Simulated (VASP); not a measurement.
Crystal: Te2Mo.

```
Mo Te
1.0
     3.51945    0.00000    0.00000
    -1.75973    3.04794    0.00000
     0.00000    0.00000    7.21445
Mo Te
1 2
Direct
  0.00000 0.00000 0.00000
  0.33333 0.66667 0.25342
  0.66667 0.33333 0.74658
```

Base run:

* Program: VASP 6.6.1
* Functional: r2SCAN
* Potentials or basis: VASP PAW PBE potentials, release 64 (Mo_sv, Te)
* Cutoff: 520 eV
* k mesh: 12 × 12 × 4
* Occupations: fermi-dirac, width 0.02 eV
* Spin: no spin polarisation

Its results: band gap on the k mesh zero (band 13 reaches 8.68 eV, above the bottom of band 14 at 8.11 eV); pressure 1.3 GPa.

Problem. The run is repeated on the same cell with these changes: functional from r2SCAN to PBE; further incar settings from ALGO = Normal; EDIFF = 1e-07; NBANDS = 20 to ALGO = Normal; EDIFF = 1e-06; NBANDS = 20. What comes out?

Solution. Band gap on the k mesh zero (band 13 reaches 8.72 eV, above the bottom of band 14 at 8.16 eV); pressure 1.9 GPa.

Caveats: spin-orbit coupling is left out, which moves the levels of the heavy elements; the PAW data sets were made with another functional, which shifts forces and pressure a little (some runs); this functional lacks dispersion, which binds the layers, so the pressure and a relaxed spacing across them are unreliable (some runs).
